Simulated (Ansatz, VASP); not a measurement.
## One calculation of TiAl, two programs

The input INCAR:

```
PREC = Accurate
ENCUT = 500
EDIFF = 1E-6
ISMEAR = 0
SIGMA = 0.15
LREAL = False
LASPH = True
NELM = 120
ALGO = Normal
ISIF = 2
LWAVE = False
LCHARG = False
GGA = PS
NBANDS = 14
GGA_COMPAT = False
```

Contents of KPOINTS:

```
Automatic mesh
0
Gamma
  24 24 14
```

Contents of POSCAR:

```
TiAl
1.0
    2.7587679368      0.0000000000      0.0000000000
   -1.3793839684      2.3891631164      0.0000000000
    0.0000000000      0.0000000000      4.9230234495
Ti Al
1 1
Direct
    0.0000000000      0.0000000000      0.0000000000
    0.3333333333      0.6666666667      0.5000000000
```

Input for Ansatz:

```yaml
crystal:
  lattice:
    - [2.7587679368, 0.0, 0.0]
    - [-1.3793839684, 2.3891631164, 0.0]
    - [0.0, 0.0, 4.9230234495]
  atoms:
    - { symbol: Ti, position: [0.0, 0.0, 0.0] }
    - { symbol: Al, position: [0.3333333333, 0.6666666667, 0.5] }
basis:
  ecutwfc: 420
kpoints:
  mp_grid: { grid: [24, 24, 14] }
hamiltonian:
  xc: pbesol
scf:
  occupations: { method: gaussian, width: 0.15 }
output:
  forces: true
  stress: true
  eigenvalues: true
```

Alike in both runs: task single point; functional PBEsol; k mesh 24 × 24 × 14; occupations gaussian, width 0.15 eV; no spin polarisation.

|  | VASP | Ansatz |
| --- | --- | --- |
| version | VASP 6.6.1 | Ansatz 0.2.0 |
| potentials or method | VASP PAW PBE potentials, release 64 (Ti_sv, Al), cutoff 500 eV | scalar-relativistic, plane waves, PAW |
| valence electrons in the cell | 15 | 15 |

Ansatz gave:

| Quantity | Value |
| --- | --- |
| gap on the k mesh at the Fermi level (eV) | none |
| pressure (GPa) | -0.2 |
| traceless stress, the component that is largest in VASP (GPa) | -11.15 |

Question: What did VASP give for the same quantities?

Answer: gap on the k mesh at the Fermi level (eV): none; pressure (GPa): -0.3; traceless stress, the component that is largest in VASP (GPa): -11.09.

VASP's potentials were made for PBE, not for PBEsol. A gap of «none» marks a metal or a gap that the smearing closes. The functional is the same, so the differences come from potentials, cutoffs and numerics.
